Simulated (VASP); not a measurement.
GaSb, 2 atoms in the cell. The structure is cubic, space group F-43m (No. 216). Conventional cell: a = 5.955 Å, b = 5.955 Å, c = 5.955 Å, α = 90.00°, β = 90.00°, γ = 90.00°. Ga (site symmetry -43m) has 4 Sb at 2.58 Å within 3.4 Å. Sb (site symmetry -43m) has 4 Ga at 2.58 Å within 3.4 Å. 

* Program: VASP 6.6.1
* Task: single point
* Functional: PBE
* Potentials or basis: VASP PAW PBE potentials, release 64 (Ga_d, Sb)
* Cutoff: 520 eV
* k mesh: 14 × 14 × 14
* Occupations: gaussian, width 0.15 eV
* Spin: no spin polarisation
* Dipole correction: no
* Further INCAR settings: ALGO = Normal; EDIFF = 1e-07; NBANDS = 16

Potentials or basis: VASP PAW PBE potentials, release 64 (Ga_d, Sb).

Run with:

```sh
$ cat potpaw_PBE.64/Ga_d/POTCAR potpaw_PBE.64/Sb/POTCAR > POTCAR
$ mpirun -np 1 vasp_std > vasp.out
```

Hardware: 1 thread of Intel Xeon 8259CL, with other jobs on the host.

Task: Estimate the wall time of this run.

Result: Wall time 52 s on 1 thread of Intel Xeon 8259CL (shared host), peak memory 0.24 GiB. Counts: scf iterations 13, k points 104.
